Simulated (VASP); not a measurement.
A run of VASP 6.6.1 is set up as follows.

POSCAR

```
SrO
1.0
    0.0000000000      2.5663000000      2.5663000000
    2.5663000000      0.0000000000      2.5663000000
    2.5663000000      2.5663000000      0.0000000000
Sr O
1 1
Direct
    0.5000000000      0.5000000000      0.5000000000
    0.0000000000      0.0000000000      0.0000000000
```

File INCAR.step1:

```
SYSTEM = SrO
ALGO     = Normal         ! electronic algorithm
EDIFF    = 1E-5           ! SCF threshold, eV
ENCUT    = 520            ! plane-wave cutoff, eV
GGA      = PE             ! functional
ISIF     = 2              ! what is computed and relaxed
ISMEAR   = -1             ! smearing method
LASPH    = .TRUE.         ! aspherical terms in the spheres
LREAL    = .FALSE.        ! projectors in reciprocal space
LWAVE    = .TRUE.         ! write WAVECAR
NBANDS   = 15             ! bands
NELM     = 60             ! most SCF steps
PREC     = Accurate       ! precision mode
SIGMA    = 0.05           ! smearing width, eV
```

File INCAR.step2:

```
SYSTEM = SrO
AEXX     = 1.0            ! exact-exchange fraction
AGGAC    = 0.0          
ALDAC    = 0.0          
ALGO     = Normal         ! electronic algorithm
EDIFF    = 1E-6           ! SCF threshold, eV
ENCUT    = 520            ! plane-wave cutoff, eV
GGA      = PE             ! functional
ISIF     = 2              ! what is computed and relaxed
ISMEAR   = -1             ! smearing method
ISTART   = 1            
LASPH    = .TRUE.         ! aspherical terms in the spheres
LCHARG   = .TRUE.         ! write CHGCAR
LELF     = .TRUE.         ! ELF
LHFCALC  = .TRUE.         ! exact exchange
LREAL    = .FALSE.        ! projectors in reciprocal space
LVHAR    = .TRUE.       
LWAVE    = .FALSE.        ! write WAVECAR
NBANDS   = 15             ! bands
NELM     = 60             ! most SCF steps
PREC     = Accurate       ! precision mode
PRECFOCK = Normal       
SIGMA    = 0.05           ! smearing width, eV
```

File KPOINTS:

```
k-points
0
G
  5 5 5
  0 0 0
```

Potentials or basis: VASP PAW PBE potentials, release 64 (Sr_sv, O).

Command:

```sh
$ cat potpaw_PBE.64/Sr_sv/POTCAR potpaw_PBE.64/O/POTCAR > POTCAR
$ cp INCAR.step1 INCAR
$ mpirun -np 1 vasp_std > vasp.out
$ cp INCAR.step2 INCAR
$ mpirun -np 1 vasp_std > vasp.out
```

(1) Estimate the band gap on the k mesh.

(2) What does it give for the pressure?

Results:

(1) 13.09 eV (least direct gap 13.21 eV).

(2) 5.5 GPa.

Caveat: the k points lie up to 0.42 Å⁻¹ apart; the PAW data sets were made with another functional, which shifts forces and pressure a little; an odd mesh through Γ misses points on the zone boundary, where band edges can lie.
